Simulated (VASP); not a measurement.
# Cu2W (P6/mmm) in VASP: further runs

The runs below take Cu2W through single point, relaxation of cell and atoms, with PBE.

All numbers are computed with VASP 6.6.1; they aren't measurements. Logs are shortened: lines on timing, memory, paths and dates and some standing lists are left out, and cuts for length are marked.

### 1 The cell of the first run

Symmetry: P6/mmm, No. 191, hexagonal system. The conventional cell has a = 4.154 Å, b = 4.154 Å, c = 2.679 Å, α = 90.00°, β = 90.00°, γ = 120.00°. Within 3.2 Å of Cu (site symmetry -6m2) lie 5 Cu at 2.40 to 2.68 Å and 6 W at 2.75 Å. W (site symmetry 6/mmm) has 2 W at 2.68 Å and 12 Cu at 2.75 Å within 3.5 Å.

### 2 Single point, PBE

File INCAR:

```
SYSTEM = Cu2W
  PREC = Accurate
  ENCUT = 520
  EDIFF = 1E-7
  ISMEAR = 0
  SIGMA = 0.1
  LREAL = .FALSE.
  LASPH = .TRUE.
  NELM = 80
  ALGO = Normal
  ISIF = 2
  LWAVE = .FALSE.
  LCHARG = .FALSE.
  GGA = PE
  NBANDS = 25
```

File KPOINTS:

```
regular mesh
0
G
  6 6 4
  0 0 0
```

File POSCAR:

```
Cu2W
1.0
    4.1541694314      0.0000000000      0.0000000000
   -2.0770847157      3.5976162592      0.0000000000
    0.0000000000      0.0000000000      2.6791421101
Cu W
2 1
Direct
    0.3333333333      0.6666666667      0.0000000000
    0.6666666667      0.3333333333      0.0000000000
    0.0000000000      0.0000000000      0.5000000000
```

Potentials or basis: VASP PAW PBE potentials, release 64 (Cu, W_sv).

On the command line:

```sh
$ cat potpaw_PBE.64/Cu/POTCAR potpaw_PBE.64/W_sv/POTCAR > POTCAR
$ mpirun -np 1 vasp_std > vasp.out
```

OUTCAR:

```text
SYSTEM = Cu2W
   PREC = Accurate
   ENCUT = 520
   EDIFF = 1E-7
   ISMEAR = 0
   LREAL = .FALSE.
   LASPH = .TRUE.
   NELM = 80
   ISIF = 2
   GGA = PE

 ion  position               nearest neighbor table
   1  0.333  0.667  0.000-   2 2.40   2 2.40   2 2.40   3 2.75   3 2.75   3 2.75   3 2.75   3 2.75
                             3 2.75
   2  0.667  0.333  0.000-   1 2.40   1 2.40   1 2.40   3 2.75   3 2.75   3 2.75   3 2.75   3 2.75
                             3 2.75
   3  0.000  0.000  0.500-   1 2.75   2 2.75   1 2.75   2 2.75   1 2.75   1 2.75   2 2.75   2 2.75
                             2 2.75   2 2.75   1 2.75   1 2.75

  LATTYP: Found a hexagonal cell.
 ALAT       =     4.1541694314
 C/A-ratio  =     0.6449284639

  Lattice vectors:

 A1 = (   4.1541694314,   0.0000000000,   0.0000000000)
 A2 = (  -2.0770847157,   3.5976162592,   0.0000000000)
 A3 = (   0.0000000000,   0.0000000000,   2.6791421101)

Analysis of symmetry for initial positions (statically):
=====================================================================
 Subroutine PRICEL returns:
 Original cell was already a primitive cell.

 Routine SETGRP: Setting up the symmetry group for a
 hexagonal supercell.

 Subroutine GETGRP returns: Found 24 space group operations
 (whereof 24 operations were pure point group operations)
 out of a pool of 24 trial point group operations.

The static configuration has the point symmetry D_6h.

Analysis of symmetry for dynamics (positions and initial velocities):
=====================================================================
 Subroutine PRICEL returns:
 Original cell was already a primitive cell.

 Routine SETGRP: Setting up the symmetry group for a
 hexagonal supercell.

 Subroutine GETGRP returns: Found 24 space group operations
 (whereof 24 operations were pure point group operations)
 out of a pool of 24 trial point group operations.

The dynamic configuration has the point symmetry D_6h.

 Subroutine INISYM returns: Found 24 space group operations
 (whereof 24 operations are pure point group operations),
 and found     1 'primitive' translations

----------------------------------------------------------------------------------------

                                     Primitive cell

  volume of cell :      40.0401

  direct lattice vectors                    reciprocal lattice vectors
     4.154169431  0.000000000  0.000000000     0.240722006  0.138980915  0.000000000
    -2.077084716  3.597616259  0.000000000     0.000000000  0.277961830  0.000000000
     0.000000000  0.000000000  2.679142110     0.000000000  0.000000000  0.373253810

  length of vectors
     4.154169431  4.154169431  2.679142110     0.277961830  0.277961830  0.373253810

  position of ions in fractional coordinates (direct lattice)
     0.333333333  0.666666667  0.000000000
     0.666666667  0.333333333  0.000000000
     0.000000000  0.000000000  0.500000000

  ion indices of the primitive-cell ions
   primitive index   ion index
                 1           1
                 2           2
                 3           3

----------------------------------------------------------------------------------------

 KPOINTS: regular mesh

Automatic generation of k-mesh.
 Grid dimensions read from file:
 generate k-points for:    6    6    4

 Generating k-lattice:

  Cartesian coordinates                     Fractional coordinates (reciprocal lattice)
     0.040120334  0.023163486  0.000000000     0.166666667  0.000000000  0.000000000
     0.000000000  0.046326972  0.000000000     0.000000000  0.166666667  0.000000000
     0.000000000  0.000000000  0.093313452     0.000000000  0.000000000  0.250000000

  Length of vectors
     0.046326972  0.046326972  0.093313452

  Shift w.r.t. Gamma in fractional coordinates (k-lattice)
     0.000000000  0.000000000  0.000000000

 Subroutine IBZKPT returns following result:
 ===========================================

 Found     21 irreducible k-points:

 Following reciprocal coordinates:
            Coordinates               Weight
  0.000000  0.000000  0.000000      1.000000
  0.166667  0.000000  0.000000      6.000000
  0.333333 -0.000000  0.000000      6.000000
  0.500000 -0.000000  0.000000      3.000000
  0.166667  0.166667  0.000000      6.000000
  0.333333  0.166667  0.000000     12.000000
[... 13 lines left out ...]
  0.333333  0.166667  0.500000     12.000000
  0.333333  0.333333  0.500000      2.000000
   k-points           NKPTS =     21   k-points in BZ     NKDIM =     21   number of bands    NBANDS=     25
   number of dos      NEDOS =    301   number of ions     NIONS =      3
   total plane-waves  NPLWV =  20480
   dimension x,y,z NGX =    32 NGY =   32 NGZ =   20
   dimension x,y,z NGXF=    64 NGYF=   64 NGZF=   40
   ions per type =               2   1
   NGX,Y,Z   is equivalent  to a cutoff of  12.81, 12.81, 12.41 a.u.
   NGXF,Y,Z  is equivalent  to a cutoff of  25.61, 25.61, 24.82 a.u.
 SYSTEM =  Cu2W
   PREC   = accura    normal or accurate (medium, high low for compatibility)
   ISTART =      0    job   : 0-new  1-cont  2-samecut
   ICHARG =      2    charge: 1-file 2-atom 10-const
   ISPIN  =      1    spin polarized calculation?
   LNONCOLLINEAR =      F non collinear calculations
   LSORBIT =      F    spin-orbit coupling
   LASPH  =      T    aspherical Exc in radial PAW
   ENCUT  =  520.0 eV  38.22 Ry    6.18 a.u.   7.72  7.72  4.98*2*pi/ulx,y,z
   NELM   =     80;   NELMIN=  2; NELMDL= -5     # of ELM steps
   EDIFF  = 0.1E-06   stopping-criterion for ELM
   LREAL  =      F    real-space projection
   EDIFFG = 0.1E-05   stopping-criterion for IOM
   NSW    =      0    number of steps for IOM
   IBRION =     -1    ionic relax: 0-MD 1-quasi-New 2-CG
   NFREE  =      0    steps in history (QN), initial steepest desc. (CG)
   ISIF   =      2    stress and relaxation
   ISYM   =      2    0-nonsym 1-usesym 2-fastsym
   POTIM  = 0.5000    time-step for ionic-motion
   TEBEG  =    0.0;   TEEND  =   0.0 temperature during run
   PSTRESS=    0.0 pullay stress
   NELECT =      36.0000    total number of electrons
   NUPDOWN=      -1.0000    fix difference up-down
   EMIN   =  10.00;   EMAX   =-10.00  energy-range for DOS
   EFERMI =   0.00;   METHOD = LEGACY
   ISMEAR =     0;   SIGMA  =   0.10  broadening in eV -4-tet -1-fermi 0-gaus
   EFERMI_NEDOS =   21; number of points for ismear=-14 and -15
   IALGO  =     38    algorithm
   IMIX   =      4    mixing-type and parameters
     AMIX     =   0.40;   BMIX     =  1.00
     AMIX_MAG =   1.60;   BMIX_MAG =  1.00
  volume/ion in A,a.u.               =      13.35        90.07
  Fermi-wavevector in a.u.,A,eV,Ry     =   1.580074  2.985907 33.968761  2.496634
  Thomas-Fermi vector in A             =   2.680357
   LORBIT       =      0    0 simple, 1 ext, 2 COOP (PROOUT), +10 PAW based schemes
   GGA     = PE    functional components
   LHFCALC =     F    Hartree Fock is set to
   AEXX    =    0.0000 exact exchange contribution
   IVDW    =     0    specifies the selected vdW correction
   LEPSILON=     F    determine dielectric tensor
   LRPA    =     F    only Hartree local field effects (RPA)
 non-spin polarized calculation
 Gauss-broadening in eV      SIGMA  =   0.10
  energy-cutoff  :      520.00
  volume of cell :       40.04
 maximum number of plane-waves:      1102
 NGX is ok and might be reduce to    32
   NGX = 15   NGY = 15   NGZ =  9

 number of electron      36.0000030 magnetization

 Free energy of the ion-electron system (eV)
  ---------------------------------------------------
  ext. energy  EPLUGINS =         0.00000000
  ---------------------------------------------------
  free energy    TOTEN  =       -19.04023539 eV

  energy without entropy =      -19.03275506  energy(sigma->0) =      -19.03649522

 E-fermi :   9.1652     XC(G=0): -13.0364

 val. band max:        9.1404457974   @ k =   0.3333   0.3333   0.2500
 cond. band min:       9.2215104981   @ k =   0.3333  -0.0000   0.5000
 fundamental gap:      0.0810647007
 Fermi energy:         9.1652363985

 k-point     1 :       0.0000    0.0000    0.0000
  band No.  band energies     occupation
      1     -65.0910      2.00000
      2     -29.4100      2.00000
      3     -29.4100      2.00000
      4     -28.4805      2.00000
      5      -0.4622      2.00000
      6       4.0920      2.00000
[... 17 lines left out ...]
     24      18.0631      0.00000
     25      18.0631      0.00000

 k-point     2 :       0.1667    0.0000    0.0000
  band No.  band energies     occupation
      1     -65.0910      2.00000
      2     -29.4141      2.00000
      3     -29.4108      2.00000
      4     -28.4805      2.00000
      5      -0.0667      2.00000
      6       4.1252      2.00000
[... 17 lines left out ...]
     24      18.8502      0.00000
     25      19.3555      0.00000

 k-point     3 :       0.3333   -0.0000    0.0000
  band No.  band energies     occupation
      1     -65.0908      2.00000
      2     -29.4222      2.00000
      3     -29.4124      2.00000
      4     -28.4804      2.00000
      5       1.0346      2.00000
      6       3.6539      2.00000
[... 17 lines left out ...]
     24      20.0660      0.00000
     25      21.2233      0.00000

 k-point     4 :       0.5000   -0.0000    0.0000
  band No.  band energies     occupation
      1     -65.0908      2.00000
      2     -29.4262      2.00000
      3     -29.4132      2.00000
      4     -28.4803      2.00000
      5       2.2855      2.00000
      6       2.9386      2.00000
[... 17 lines left out ...]
     24      21.9110      0.00000
     25      22.0656      0.00000

 k-point     5 :       0.1667    0.1667    0.0000
  band No.  band energies     occupation
      1     -65.0908      2.00000
      2     -29.4193      2.00000
      3     -29.4128      2.00000
      4     -28.4804      2.00000
      5       0.6831      2.00000
      6       3.9555      2.00000
[... 17 lines left out ...]
     24      18.6657      0.00000
     25      21.5437      0.00000

 k-point     6 :       0.3333    0.1667    0.0000
  band No.  band energies     occupation
      1     -65.0908      2.00000
      2     -29.4240      2.00000
      3     -29.4154      2.00000
      4     -28.4803      2.00000
      5       1.9684      2.00000
      6       3.3291      2.00000
[... 17 lines left out ...]
     24      20.0242      0.00000
     25      22.4034      0.00000
[... 309 lines left out ...]
 k-point    18 :       0.5000   -0.0000    0.5000
  band No.  band energies     occupation
      1     -65.0160      2.00000
      2     -29.5254      2.00000
      3     -29.3018      2.00000
      4     -29.2941      2.00000
      5       3.3492      2.00000
      6       3.9546      2.00000
[... 17 lines left out ...]
     24      17.2839      0.00000
     25      18.1790      0.00000

 k-point    19 :       0.1667    0.1667    0.5000
  band No.  band energies     occupation
      1     -65.0161      2.00000
      2     -29.5267      2.00000
      3     -29.2970      2.00000
      4     -29.2932      2.00000
      5       3.3033      2.00000
      6       4.0579      2.00000
[... 17 lines left out ...]
     24      16.8582      0.00000
     25      18.8121      0.00000

 k-point    20 :       0.3333    0.1667    0.5000
  band No.  band energies     occupation
      1     -65.0160      2.00000
      2     -29.5254      2.00000
      3     -29.3005      2.00000
      4     -29.2954      2.00000
      5       3.4850      2.00000
      6       3.9474      2.00000
[... 17 lines left out ...]
     24      16.3386      0.00000
     25      18.5953      0.00000

 k-point    21 :       0.3333    0.3333    0.5000
  band No.  band energies     occupation
      1     -65.0160      2.00000
      2     -29.5250      2.00000
      3     -29.2989      2.00000
      4     -29.2989      2.00000
      5       3.9106      2.00000
      6       4.1525      2.00000
[... 17 lines left out ...]
     24      15.2950      0.00000
     25      18.6097      0.00000

------------------------ aborting loop because EDIFF is reached ----------------------------------------

  FORCE on cell =-STRESS in cart. coord.  units (eV):
  Direction    XX          YY          ZZ          XY          YZ          ZX
  --------------------------------------------------------------------------------------
  -------------------------------------------------------------------------------------
  Total        0.1727989      0.1727989      0.0799027     -0.0000000      0.0000000      0.0000000
  in kB        6.9144362      6.9144362      3.1972549     -0.0000000      0.0000000      0.0000000
  external PRESSURE =       5.6753758 kB  Pullay stress =       0.0000000 kB

 VOLUME and BASIS-vectors are now :
 -----------------------------------------------------------------------------
  energy-cutoff  :      520.00
  volume of cell :       40.04
      direct lattice vectors                 reciprocal lattice vectors
     4.154169431  0.000000000  0.000000000     0.240722006  0.138980915  0.000000000
    -2.077084716  3.597616259  0.000000000     0.000000000  0.277961830  0.000000000
     0.000000000  0.000000000  2.679142110     0.000000000  0.000000000  0.373253810

 POSITION                                       TOTAL-FORCE (eV/Angst)
 -----------------------------------------------------------------------------------
     -0.00000      2.39841      0.00000        -0.000000     -0.000000      0.000000
      2.07708      1.19921      0.00000         0.000000      0.000000     -0.000000
      0.00000      0.00000      1.33957        -0.000000      0.000000      0.000000
 -----------------------------------------------------------------------------------
    total drift:                               -0.000000      0.000000     -0.000000

  FREE ENERGIE OF THE ION-ELECTRON SYSTEM (eV)
  ---------------------------------------------------
  free  energy   TOTEN  =       -19.0402353878 eV

  energy  without entropy=      -19.0327550568  energy(sigma->0) =      -19.03649522
```

Run time: 25 s. Hardware: 1 thread of Intel Xeon Platinum 8488C (Sapphire Rapids), shared host; peak memory 0.16 GiB.

What came out:

```yaml
Free_energy: -19.0402 eV
Pressure: 0.6 GPa
Band_gap_on_the_k_mesh: zero (band 18 reaches 9.28 eV, above the bottom of band 19 at 9.14 eV)
```

Caveat: the k points lie up to 0.59 Å⁻¹ apart; spin-orbit coupling is left out, which moves the levels of the heavy elements.

(Continued in part 2 of 2.)
